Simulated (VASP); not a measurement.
# In9P8 (a cell with a defect) in VASP: single point with PBE

Aim: the single point of In9P8 (a cell with a defect) with PBE.

All numbers are computed with VASP 6.6.1; they aren't measurements. Logs are shortened: lines on timing, memory, paths and dates and some standing lists are left out, and cuts for length are marked.

## Step 1: The cell of the first run

The cell holds a defect, 17 atoms: a = 8.428 Å, b = 8.428 Å, c = 8.428 Å, α = 60.00°, β = 60.00°, γ = 60.00°.

## Step 2: Single point, PBE

INCAR reads:

```
PREC = Accurate
ENCUT = 520
EDIFF = 1E-6
ISMEAR = 0
SIGMA = 0.02
LREAL = Auto
LASPH = T
NELM = 100
ALGO = Normal
ISIF = 2
LWAVE = F
LCHARG = T
GGA = PE
LELF = T
LVHAR = T
NBANDS = 92
```

KPOINTS reads:

```
Automatic mesh
0
Gamma
  3 3 3
```

POSCAR reads:

```
In9P8
1.0
    0.0000000000      5.9597880294     -5.9597880294
   -5.9597880294      0.0000000000     -5.9597880294
   -5.9597880294      5.9597880294      0.0000000000
In P
9 8
Direct
    0.4994458671      0.0117503340      0.4994693579
    0.0037176658      0.9966073408      0.5025748374
    0.5006891160      0.4881541064      0.5007087476
   -0.0512100428      0.5140867401      0.5230367229
    0.5025911971     -0.0034009599      0.0037180853
    0.0001247528      1.0035230230      0.0001130074
    0.5231040911      0.5140908510     -0.0512805990
    0.0001217325      0.4962311554      0.0001078058
    0.3430667316      0.4078096382      0.3429910577
    0.6289127200      0.1311844475      0.1129077908
    0.1276256800      0.1221998159      0.1276095721
    0.6290357109      0.6264784052      0.1134888517
    0.1170541631      0.6329574108      0.1169962751
    0.6335261391      0.1159971624      0.6335263069
    0.1129104755      0.1311879711      0.6288987933
    0.5957623799      0.6546847775      0.5956930821
    0.1134922914      0.6264870464      0.6290215326
```

Potentials or basis: VASP PAW PBE potentials, release 64 (In_d, P).

The run is started by

```sh
cat potpaw_PBE.64/In_d/POTCAR potpaw_PBE.64/P/POTCAR > POTCAR
mpirun -np 1 vasp_std > vasp.out
```

OUTCAR:

```text
PREC = Accurate
   ENCUT = 520
   EDIFF = 1E-6
   ISMEAR = 0
   LREAL = Auto
   LASPH = T
   NELM = 100
   ISIF = 2
   GGA = PE

 ion  position               nearest neighbor table
   1  0.499  0.012  0.499-  16 2.48  14 2.57  15 2.66  10 2.66   9 2.75   7 4.00   4 4.00
   2  0.004  0.997  0.503-  14 2.55  17 2.55  15 2.55  11 2.58
   3  0.501  0.488  0.501-  16 2.48  14 2.56  17 2.67  12 2.67   9 2.75   7 3.99   4 3.99
   4  0.949  0.514  0.523-  16 2.45  15 2.65  17 2.65   9 2.74  13 2.80   7 3.59   3 3.99   1 4.00

   5  0.503  0.997  0.004-  14 2.55  12 2.55  10 2.55  11 2.58
   6  0.000  0.004  0.000-  13 2.55  10 2.56  15 2.56  11 2.57
   7  0.523  0.514  0.949-  16 2.45  10 2.65  12 2.65   9 2.74  13 2.80   4 3.59   3 3.99   1 4.00

   8  0.000  0.496  0.000-  13 2.55  12 2.55  17 2.55  11 2.57
   9  0.343  0.408  0.343-  13 2.69   7 2.74   4 2.74   1 2.75   3 2.75  12 3.03  17 3.03  10 3.04
                            15 3.04  14 3.46
  10  0.629  0.131  0.113-   5 2.55   6 2.56   7 2.65   1 2.66   9 3.04
  11  0.128  0.122  0.128-   6 2.57   8 2.57   2 2.58   5 2.58
  12  0.629  0.626  0.113-   5 2.55   8 2.55   7 2.65   3 2.67   9 3.03
  13  0.117  0.633  0.117-   8 2.55   6 2.55   9 2.69   4 2.80   7 2.80
  14  0.634  0.116  0.634-   5 2.55   2 2.55   3 2.56   1 2.57   9 3.46
  15  0.113  0.131  0.629-   2 2.55   6 2.56   4 2.65   1 2.66   9 3.04
  16  0.596  0.655  0.596-   7 2.45   4 2.45   3 2.48   1 2.48
  17  0.113  0.626  0.629-   2 2.55   8 2.55   4 2.65   3 2.67   9 3.03

  LATTYP: Found a face centered cubic cell.
 ALAT       =    11.9195760588

  Lattice vectors:

 A1 = (   0.0000000000,   5.9597880294,  -5.9597880294)
 A2 = (  -5.9597880294,   0.0000000000,  -5.9597880294)
 A3 = (  -5.9597880294,   5.9597880294,   0.0000000000)

Analysis of symmetry for initial positions (statically):
=====================================================================
 Subroutine PRICEL returns:
 Original cell was already a primitive cell.

 Routine SETGRP: Setting up the symmetry group for a
 face centered cubic supercell.

 Subroutine GETGRP returns: Found  1 space group operations
 (whereof  1 operations were pure point group operations)
 out of a pool of 48 trial point group operations.

The static configuration has the point symmetry C_1 .

Analysis of symmetry for dynamics (positions and initial velocities):
=====================================================================
 Subroutine PRICEL returns:
 Original cell was already a primitive cell.

 Routine SETGRP: Setting up the symmetry group for a
 face centered cubic supercell.

 Subroutine GETGRP returns: Found  1 space group operations
 (whereof  1 operations were pure point group operations)
 out of a pool of 48 trial point group operations.

The dynamic configuration has the point symmetry C_1 .

 Subroutine INISYM returns: Found  1 space group operations
 (whereof  1 operations are pure point group operations),
 and found     1 'primitive' translations

----------------------------------------------------------------------------------------

                                     Primitive cell

  volume of cell :     423.3723

  direct lattice vectors                    reciprocal lattice vectors
     0.000000000  5.959788029 -5.959788029     0.083895601  0.083895601 -0.083895601
    -5.959788029  0.000000000 -5.959788029    -0.083895601 -0.083895601 -0.083895601
    -5.959788029  5.959788029  0.000000000    -0.083895601  0.083895601  0.083895601

  length of vectors
     8.428413060  8.428413060  8.428413060     0.145311444  0.145311444  0.145311444

  position of ions in fractional coordinates (direct lattice)
     0.499445867  0.011750334  0.499469358
     0.003717666  0.996607341  0.502574837
     0.500689116  0.488154106  0.500708748
     0.948789957  0.514086740  0.523036723
     0.502591197  0.996599040  0.003718085
     0.000124753  0.003523023  0.000113007
[... 9 lines left out ...]
     0.595762380  0.654684778  0.595693082
     0.113492291  0.626487046  0.629021533

  ion indices of the primitive-cell ions
   primitive index   ion index
                 1           1
                 2           2
                 3           3
                 4           4
                 5           5
                 6           6
[... 9 lines left out ...]
                16          16
                17          17

----------------------------------------------------------------------------------------

 KPOINTS: Automatic mesh

Automatic generation of k-mesh.
 Grid dimensions read from file:
 generate k-points for:    3    3    3

 Generating k-lattice:

  Cartesian coordinates                     Fractional coordinates (reciprocal lattice)
     0.027965200  0.027965200 -0.027965200     0.333333333  0.000000000  0.000000000
    -0.027965200 -0.027965200 -0.027965200     0.000000000  0.333333333  0.000000000
    -0.027965200  0.027965200  0.027965200     0.000000000  0.000000000  0.333333333

  Length of vectors
     0.048437148  0.048437148  0.048437148

  Shift w.r.t. Gamma in fractional coordinates (k-lattice)
     0.000000000  0.000000000  0.000000000

 Subroutine IBZKPT returns following result:
 ===========================================

 Found     14 irreducible k-points:

 Following reciprocal coordinates:
            Coordinates               Weight
  0.000000  0.000000  0.000000      1.000000
  0.333333  0.000000  0.000000      2.000000
  0.000000  0.333333  0.000000      2.000000
  0.000000  0.000000  0.333333      2.000000
  0.333333  0.333333  0.333333      2.000000
  0.333333  0.333333  0.000000      2.000000
  0.000000  0.333333  0.333333      2.000000
  0.333333  0.000000  0.333333      2.000000
 -0.333333  0.333333  0.000000      2.000000
  0.000000 -0.333333  0.333333      2.000000
  0.333333  0.000000 -0.333333      2.000000
  0.333333  0.333333 -0.333333      2.000000
 -0.333333  0.333333 -0.333333      2.000000
  0.333333 -0.333333 -0.333333      2.000000
   k-points           NKPTS =     14   k-points in BZ     NKDIM =     14   number of bands    NBANDS=     92
   number of dos      NEDOS =    301   number of ions     NIONS =     17
   total plane-waves  NPLWV = 262144
   dimension x,y,z NGX =    64 NGY =   64 NGZ =   64
   dimension x,y,z NGXF=   128 NGYF=  128 NGZF=  128
   ions per type =               9   8
   NGX,Y,Z   is equivalent  to a cutoff of  12.62, 12.62, 12.62 a.u.
   NGXF,Y,Z  is equivalent  to a cutoff of  25.25, 25.25, 25.25 a.u.
 SYSTEM =  unknown system
   PREC   = accura    normal or accurate (medium, high low for compatibility)
   ISTART =      0    job   : 0-new  1-cont  2-samecut
   ICHARG =      2    charge: 1-file 2-atom 10-const
   ISPIN  =      1    spin polarized calculation?
   LNONCOLLINEAR =      F non collinear calculations
   LSORBIT =      F    spin-orbit coupling
   LASPH  =      T    aspherical Exc in radial PAW
   ENCUT  =  520.0 eV  38.22 Ry    6.18 a.u.  15.67 15.67 15.67*2*pi/ulx,y,z
   NELM   =    100;   NELMIN=  2; NELMDL= -5     # of ELM steps
   EDIFF  = 0.1E-05   stopping-criterion for ELM
   LREAL  =      T    real-space projection
   EDIFFG = 0.1E-04   stopping-criterion for IOM
   NSW    =      0    number of steps for IOM
[... 5 lines left out ...]
   TEBEG  =    0.0;   TEEND  =   0.0 temperature during run
   PSTRESS=    0.0 pullay stress
   NELECT =     157.0000    total number of electrons
   NUPDOWN=      -1.0000    fix difference up-down
   EMIN   =  10.00;   EMAX   =-10.00  energy-range for DOS
   EFERMI =   0.00;   METHOD = LEGACY
   ISMEAR =     0;   SIGMA  =   0.02  broadening in eV -4-tet -1-fermi 0-gaus
   EFERMI_NEDOS =   21; number of points for ismear=-14 and -15
   IALGO  =     38    algorithm
   IMIX   =      4    mixing-type and parameters
     AMIX     =   0.40;   BMIX     =  1.00
     AMIX_MAG =   1.60;   BMIX_MAG =  1.00
  volume/ion in A,a.u.               =      24.90       168.06
  Fermi-wavevector in a.u.,A,eV,Ry     =   1.176162  2.222624 18.821723  1.383358
  Thomas-Fermi vector in A             =   2.312531
   LORBIT       =      0    0 simple, 1 ext, 2 COOP (PROOUT), +10 PAW based schemes
   GGA     = PE    functional components
   LHFCALC =     F    Hartree Fock is set to
   AEXX    =    0.0000 exact exchange contribution
   IVDW    =     0    specifies the selected vdW correction
   LEPSILON=     F    determine dielectric tensor
   LRPA    =     F    only Hartree local field effects (RPA)
 non-spin polarized calculation
 Gauss-broadening in eV      SIGMA  =   0.02
  energy-cutoff  :      520.00
  volume of cell :      423.37
 maximum number of plane-waves:     11527
 NGX is ok and might be reduce to    64
   NGX = 31   NGY = 31   NGZ = 31

 number of electron     157.0000002 magnetization

 Free energy of the ion-electron system (eV)
  ---------------------------------------------------
  ext. energy  EPLUGINS =         0.00000000
  ---------------------------------------------------
  free energy    TOTEN  =       -65.90220674 eV

  energy without entropy =      -65.90051389  energy(sigma->0) =      -65.90136031

 E-fermi :   6.6322     XC(G=0):  -9.4056

 val. band max:        6.4306182761   @ k =   0.0000   0.0000   0.3333
 cond. band min:       6.6372446779   @ k =   0.0000   0.0000   0.3333
 fundamental gap:      0.2066264018
 Fermi energy:         6.6322047115

 k-point     1 :       0.0000    0.0000    0.0000
  band No.  band energies     occupation
      1      -9.4146      2.00000
      2      -9.2140      2.00000
      3      -9.1714      2.00000
      4      -9.1665      2.00000
      5      -9.1270      2.00000
      6      -9.1230      2.00000
[... 82 lines left out ...]
     89       8.6282      0.00000
     90       8.8749      0.00000

 k-point     2 :       0.3333    0.0000    0.0000
  band No.  band energies     occupation
      1      -9.4146      2.00000
      2      -9.2664      2.00000
      3      -9.1804      2.00000
      4      -9.1376      2.00000
      5      -9.1200      2.00000
      6      -9.0939      2.00000
[... 1105 lines left out ...]
     89       8.9265      0.00000
     90       9.0340      0.00000

 k-point    14 :       0.3333   -0.3333   -0.3333
  band No.  band energies     occupation
      1      -9.4337      2.00000
      2      -9.2650      2.00000
      3      -9.2045      2.00000
      4      -9.1228      2.00000
      5      -9.0997      2.00000
      6      -9.0493      2.00000
[... 82 lines left out ...]
     89       8.8737      0.00000
     90       8.9658      0.00000
 [bands above 90 left out]

------------------------ aborting loop because EDIFF is reached ----------------------------------------

  FORCE on cell =-STRESS in cart. coord.  units (eV):
  Direction    XX          YY          ZZ          XY          YZ          ZX
  --------------------------------------------------------------------------------------
  -------------------------------------------------------------------------------------
  Total       14.8309424     14.1468331     14.8283916     -0.0207752     -0.0197882     -0.5871376
  in kB       56.1250699     53.5361796     56.1154168     -0.0786200     -0.0748851     -2.2219180
  external PRESSURE =      55.2588888 kB  Pullay stress =       0.0000000 kB

 VOLUME and BASIS-vectors are now :
 -----------------------------------------------------------------------------
  energy-cutoff  :      520.00
  volume of cell :      423.37
      direct lattice vectors                 reciprocal lattice vectors
     0.000000000  5.959788029 -5.959788029     0.083895601  0.083895601 -0.083895601
    -5.959788029  0.000000000 -5.959788029    -0.083895601 -0.083895601 -0.083895601
    -5.959788029  5.959788029  0.000000000    -0.083895601  0.083895601  0.083895601

 POSITION                                       TOTAL-FORCE (eV/Angst)
 -----------------------------------------------------------------------------------
     -3.04676      5.95332     -3.04662        -0.002015     -0.000041     -0.002667
     -8.93481      3.01740     -5.96172        -0.010173     -0.007105      0.007223
     -5.89341      5.96812     -5.89330        -0.002879      0.003454     -0.003254
     -6.18104      8.77178     -8.71844        -0.001268     -0.021368      0.005661
     -5.96168      3.01750     -8.93486         0.006695     -0.007773     -0.009624
     -0.02167      0.00142     -0.02174         0.002030     -0.005734      0.002696
[... 9 lines left out ...]
     -7.45199      7.10082     -7.45240         0.000799      0.017748      0.000876
     -7.48256      4.42522     -4.41012        -0.000665      0.001349     -0.002625
 -----------------------------------------------------------------------------------
    total drift:                                0.004816     -0.007819      0.000405

  FREE ENERGIE OF THE ION-ELECTRON SYSTEM (eV)
  ---------------------------------------------------
  free  energy   TOTEN  =       -65.9022067384 eV

  energy  without entropy=      -65.9005138897  energy(sigma->0) =      -65.90136031
```

Wall time 11 min (1 thread of Intel Xeon 6975P-C (Granite Rapids), shared host); peak memory 0.71 GiB.

What came out:

```yaml
Free_energy: -65.9022 eV
Pressure: 5.5 GPa
Largest_force: 0.027 eV/Å
Band_gap_on_the_k_mesh: zero (an odd number of electrons rules out a gap without spin polarisation)
```

Forces in eV/Å, atoms in the order of the input:
```
In  -0.002  0.000 -0.003
In  -0.010 -0.007  0.007
In  -0.003  0.003 -0.003
In  -0.001 -0.021  0.006
In   0.007 -0.008 -0.010
In   0.002 -0.006  0.003
In   0.008 -0.018 -0.003
In   0.006  0.009  0.007
In   0.003  0.026  0.003
P    0.006  0.001 -0.004
P   -0.008  0.006 -0.007
P   -0.003  0.001 -0.001
P   -0.002 -0.007 -0.002
P    0.002 -0.001  0.002
P   -0.004  0.001  0.006
P    0.001  0.018  0.001
P   -0.001  0.001 -0.003
```

Caveat: spin-orbit coupling is left out, which moves the levels of the heavy elements; an odd number of electrons without spin polarisation forces a metal; a magnetic or distorted state may lie lower.

The gap in the log of VASP goes by the Fermi energy; the results here count the filled bands.